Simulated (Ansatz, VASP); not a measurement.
**One calculation of Ca, two programs**

POSCAR

```
Ca
1.0
   -2.2038646488      2.2038646488      2.3140578813
    2.2038646488     -2.2038646488      2.3140578813
    2.2038646488      2.2038646488     -2.3140578813
Ca
1
Direct
    0.0000000000      0.0000000000      0.0000000000
```

Contents of INCAR.step1:

```
SYSTEM = Ca
PREC = Accurate ; ENCUT = 520
ISMEAR = 0 ; SIGMA = 0.15
LREAL = .FALSE. ; LASPH = .TRUE.
NELM = 60 ; NBANDS = 11
GGA = PE ; ALGO = Normal
EDIFF = 1E-4 ; LWAVE = .TRUE.
LCHARG = .FALSE.
```

INCAR.step2

```
SYSTEM = Ca
PREC = Accurate ; ENCUT = 520
EDIFF = 1E-7 ; ISMEAR = 0
SIGMA = 0.15 ; LREAL = .FALSE.
LASPH = .TRUE. ; NELM = 60
ALGO = Normal ; ISIF = 2
LWAVE = .FALSE. ; LCHARG = .FALSE.
METAGGA = R2SCAN ; LMIXTAU = .TRUE.
NBANDS = 11 ; ISTART = 1
```

Contents of KPOINTS:

```
regular mesh
0
G
  16 16 16
  0 0 0
```

Input for Ansatz:

```yaml
crystal:
  lattice:
    - [-2.2038646488, 2.2038646488, 2.3140578813]
    - [2.2038646488, -2.2038646488, 2.3140578813]
    - [2.2038646488, 2.2038646488, -2.3140578813]
  atoms:
    - { symbol: Ca, position: [0.0, 0.0, 0.0] }
basis:
  ecutwfc: 500
kpoints:
  mp_grid: { grid: [16, 16, 16] }
hamiltonian:
  xc: r2scan
scf:
  occupations: { method: gaussian, width: 0.15 }
output:
  forces: true
  stress: true
  eigenvalues: true
```

Alike in both runs: task single point; functional r2SCAN; k mesh 16 × 16 × 16; occupations gaussian, width 0.15 eV; no spin polarisation.

```csv
,VASP,Ansatz
version,VASP 6.6.1,Ansatz 0.2.0
potentials or method,"VASP PAW PBE potentials, release 64 (Ca_sv), cutoff 520 eV","scalar-relativistic, plane waves, PAW"
valence electrons in the cell,10,10
```

```tsv
	VASP	Ansatz	Ansatz less VASP
gap on the k mesh at the Fermi level (eV)	none	none	-
pressure (GPa)	-0.6	-0.6	-0.04
```

VASP's potentials were made for PBE, not for r2SCAN. A gap of «none» marks a metal or a gap that the smearing closes.
